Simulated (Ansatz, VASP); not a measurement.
**Two plane-wave programs on Ga**

```
Ga
1.0
     2.23185   -3.79323    0.00000
     2.23185    3.79323    0.00000
     0.00000    0.00000    4.53464
Ga
4
Direct
  0.84423 0.15577 0.08558
  0.65577 0.34423 0.58558
  0.15577 0.84423 0.91442
  0.34423 0.65577 0.41442
```

Alike in both runs: task single point; functional r2SCAN; k mesh 8 × 8 × 7; occupations gaussian, width 1 eV; no spin polarisation.

```csv
,VASP,Ansatz
version,VASP 6.6.1,Ansatz 0.2.0
potentials or method,"VASP PAW PBE potentials, release 64 (Ga_d), cutoff 520 eV","plane waves (500 eV) with PAW, scalar-relativistic"
valence electrons in the cell,52,52
```

Ansatz gave:

| Quantity | Value |
| --- | --- |
| pressure (GPa) | 0.8 |
| traceless stress, the component that is largest in VASP (GPa) | 0.56 |

**Question.** What did VASP give for the same quantities?

**Answer.** Pressure (GPa): 0.9; traceless stress, the component that is largest in VASP (GPa): 0.59.

VASP's potentials were made for PBE, not for r2SCAN.
